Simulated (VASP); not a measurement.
Wanted: the native input for a VASP 6.6.1 run.

- Task: single point
- Functional: PBEsol
- Dispersion: D4
- Potentials or basis: VASP PAW PBE potentials, release 64 (Mg, B)
- Cutoff: 520 eV
- k mesh: 10 × 10 × 8
- Occupations: fermi-dirac, width 0.05 eV
- Spin: no spin polarisation
- Dipole correction: no
- Further INCAR settings: ALGO = Normal; EDIFF = 1e-06; NBANDS = 11

The structure of MgB2 lies in POSCAR:

```
MgB2
1.0
    3.0584725099      0.0000000000      0.0000000000
   -1.5292362550      2.6487148904      0.0000000000
    0.0000000000      0.0000000000      3.4506817119
Mg B
1 2
Direct
    0.0000000000      0.0000000000      0.0000000000
    0.6666666667      0.3333333333      0.5000000000
    0.3333333333      0.6666666667      0.5000000000
```

One way to write it, as run:

INCAR

```
PREC = Accurate
ENCUT = 520
EDIFF = 1E-6
ISMEAR = -1
SIGMA = 0.05
LREAL = False
LASPH = True
NELM = 100
ALGO = Normal
ISIF = 2
LWAVE = False
LCHARG = False
GGA = PS
IVDW = 13
NBANDS = 11
```

KPOINTS

```
regular mesh
0
Gamma
  10 10 8
```

Potentials or basis: VASP PAW PBE potentials, release 64 (Mg, B).

Command:

```sh
$ cat potpaw_PBE.64/Mg/POTCAR potpaw_PBE.64/B/POTCAR > POTCAR
$ mpirun -np 1 vasp_std > vasp.out
```

It gave:

The pressure is 0.0 GPa, the band gap on the k mesh is zero (band 4 reaches 6.69 eV, above the bottom of band 5 at 4.05 eV) and the dispersion energy per atom is -0.129 eV.

Caveat: the PAW data sets were made with another functional, which shifts forces and pressure a little; pairwise dispersion overbinds metals, which lowers pressure and volume.

It took 8.7 s on 1 thread of Intel(R) Xeon(R) 6975P-C (Granite Rapids), with other jobs on the host, peak memory 0.15 GiB.
